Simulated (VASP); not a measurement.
Write the native input for VASP 6.6.1 that does the following.

```yaml
Task: single point
Functional: PBE
Potentials_or_basis: VASP PAW PBE potentials, release 64 (Co, O)
Cutoff: 520 eV
k_mesh: 11 × 11 × 11
Occupations: gaussian, width 0.024 eV
Spin: collinear spin, ferromagnetic start
Starting_moments: "[2.0, 0.0] μB"
Dipole_correction: no
Further_INCAR_settings: ALGO = Normal; EDIFF = 1e-07; NBANDS = 18
```

The structure of CoO lies in POSCAR:

```
CoO
1.0
    0.0000000000      2.1315000000      2.1315000000
    2.1315000000      0.0000000000      2.1315000000
    2.1315000000      2.1315000000      0.0000000000
Co O
1 1
Direct
    0.0000000000      0.0000000000      0.0000000000
    0.5000000000      0.5000000000      0.5000000000
```

One way to write it, as run:

INCAR

```
ALGO = Normal ; EDIFF = 1E-7
ENCUT = 520 ; GGA = PE
ISIF = 2 ; ISMEAR = 0
ISPIN = 2 ; LASPH = True
LCHARG = False ; LMAXMIX = 4
LORBIT = 11 ; LREAL = False
LWAVE = False ; MAGMOM = 2 0
NBANDS = 18 ; NELM = 150
PREC = Accurate ; SIGMA = 0.024
```

KPOINTS

```
k-points
0
Gamma
  11 11 11
```

Potentials or basis: VASP PAW PBE potentials, release 64 (Co, O).

Launch:

```sh
$ cat potpaw_PBE.64/Co/POTCAR potpaw_PBE.64/O/POTCAR > POTCAR
$ mpirun -np 1 vasp_std > vasp.out
```

It gave:

| Quantity | Value |
| --- | --- |
| Pressure | -2.4 GPa |
| Net moment | 2.93 μB per cell |
| Site moments | Co +2.57; O +0.31 μB |
| Valence electrons inside the program's atomic spheres | Co 7.79; O 4.98 |

Caveat: a cell with one magnetic atom can't hold antiferromagnetic order, which such compounds often take.

It took 77 s on 1 thread of Intel Xeon 8259CL (shared host), peak memory 0.17 GiB.
